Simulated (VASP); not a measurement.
Input of a VASP 6.6.1 run:

INCAR

```
SYSTEM = Zr
ALGO = Normal ; EDIFF = 1E-6
ENCUT = 520 ; GGA = PS
ISIF = 2 ; ISMEAR = -1
LASPH = .TRUE. ; LCHARG = .FALSE.
LREAL = .FALSE. ; LWAVE = .FALSE.
NBANDS = 12 ; NELM = 100
PREC = Accurate ; SIGMA = 0.08
```

The input KPOINTS:

```
k-points
0
G
  15 15 15
  0 0 0
```

The input POSCAR:

```
Zr
1.0
   -1.3497139939      1.3497139939      1.3497139939
    1.3497139939     -1.3497139939      1.3497139939
    1.3497139939      1.3497139939     -1.3497139939
Zr
1
Direct
    0.0000000000      0.0000000000      0.0000000000
```

Potentials or basis: VASP PAW PBE potentials, release 64 (Zr_sv).

Command:

```console
$ cat potpaw_PBE.64/Zr_sv/POTCAR > POTCAR
$ mpirun -np 1 vasp_std > vasp.out
```

Question: What does it give for the pressure?

Answer: 307.7 GPa.

Question: What does it give for the band gap on the k mesh?

Answer: Zero (band 6 reaches 24.27 eV, above the bottom of band 7 at 20.23 eV).

Caveat: the PAW data sets were made with another functional, which shifts forces and pressure a little.
